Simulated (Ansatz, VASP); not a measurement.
# Two plane-wave programs on TiAl

The input INCAR:

```
  ALGO = Fast
  EDIFF = 1E-6
  ENCUT = 520
  ISIF = 2
  ISMEAR = 0
  LASPH = True
  LCHARG = False
  LREAL = False
  LWAVE = False
  NBANDS = 14
  NELM = 100
  PREC = Accurate
  SIGMA = 0.15
```

Contents of KPOINTS:

```
k-points
0
Gamma
  16 16 16
```

File POSCAR:

```
TiAl
1.0
    3.1790640000      0.0000000000      0.0000000000
    0.0000000000      3.1790640000      0.0000000000
    0.0000000000      0.0000000000      3.0519014400
Ti Al
1 1
Direct
    0.0000000000      0.0000000000      0.0000000000
    0.5000000000      0.5000000000      0.5000000000
```

Input for Ansatz:

```yaml
crystal:
  lattice:
    - [3.179064, 0.0, 0.0]
    - [0.0, 3.179064, 0.0]
    - [0.0, 0.0, 3.05190144]
  atoms:
    - { symbol: Ti, position: [0.0, 0.0, 0.0] }
    - { symbol: Al, position: [0.5, 0.5, 0.5] }
basis:
  ecutwfc: 420
kpoints:
  mp_grid: { grid: [16, 16, 16] }
hamiltonian:
  xc: lda
scf:
  occupations: { method: gaussian, width: 0.15 }
output:
  forces: true
  stress: true
  eigenvalues: true
```

Change from the starting cell: strain +0.000 along x and y, -0.040 along z, atoms carried along.

Alike in both runs: task single point; functional LDA; k mesh 16 × 16 × 16; occupations gaussian, width 0.15 eV; no spin polarisation.

|  | VASP | Ansatz |
| --- | --- | --- |
| version | VASP 6.6.1 | Ansatz 0.2.0 |
| potentials or method | VASP PAW LDA potentials, release 64 (Ti_sv, Al), cutoff 520 eV | scalar-relativistic, plane waves, PAW |
| valence electrons in the cell | 15 | 15 |

|  | VASP | Ansatz | Ansatz less VASP |
| --- | --- | --- | --- |
| gap on the k mesh at the Fermi level (eV) | none | none | - |
| pressure (GPa) | -1.1 | -1.3 | -0.14 |
| traceless stress, the component that is largest in VASP (GPa) | -1.10 | -1.09 | +0.012 |

LDA's correlation is that of Perdew and Zunger in VASP and of Perdew and Wang (1992) in Ansatz. A gap of «none» marks a metal or a gap that the smearing closes.
